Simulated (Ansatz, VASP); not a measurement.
One calculation of HfSi3O8, two programs

```xyz
12
Lattice="5.4685 0.0000 0.0000 -2.7342 4.7358 0.0000 0.0000 0.0000 9.3149" Properties=species:S:1:pos:R:3 pbc="T T T"
Hf    2.7342    1.5786    8.6354
Si    0.0000    3.1572    4.0572
Si    0.0000    3.1572    0.8264
Si    2.7342    1.5786    5.0363
O    -1.2834    2.4162    0.2117
O     0.0000    4.7343    4.5426
O     1.3658    2.3687    4.5426
O     1.2834    2.4162    0.2117
O     2.7342    1.5786    6.6609
O     0.0000    3.1572    2.4380
O    -1.3658    2.3687    4.5426
O     0.0000    4.6392    0.2117
```

Alike in both runs: functional PBE; k mesh 6 × 6 × 4; occupations gaussian, width 0.02 eV; no spin polarisation.

Ansatz relaxed the structure, and its values are those at the end. VASP's run is a single point on that final structure, the one shown.

```csv
,VASP,Ansatz
version,VASP 6.6.1,Ansatz 0.2.0
potentials or method,"VASP PAW PBE potentials, release 64 (Hf_pv, Si, O), cutoff 520 eV","scalar-relativistic, plane waves, PAW"
valence electrons in the cell,70,86
```

```tsv
	VASP	Ansatz	Ansatz less VASP
gap on the k mesh at the Fermi level (eV)	4.48	4.49	+0.012
least direct gap on the mesh (eV)	4.48	4.49	+0.012
pressure (GPa)	-0.3	0.0	+0.25
rms of the force components (eV/Å)	0.071	0.002	-0.0693
```

With one functional, cell and mesh, what is left measures potentials, basis and numerics. VASP's potentials hold 70 valence electrons a cell and Ansatz's 86, so a difference there can come from the potentials and not from the codes. Ansatz's warnings: xc potential rough in thin density.

Neither program's run includes spin-orbit coupling.
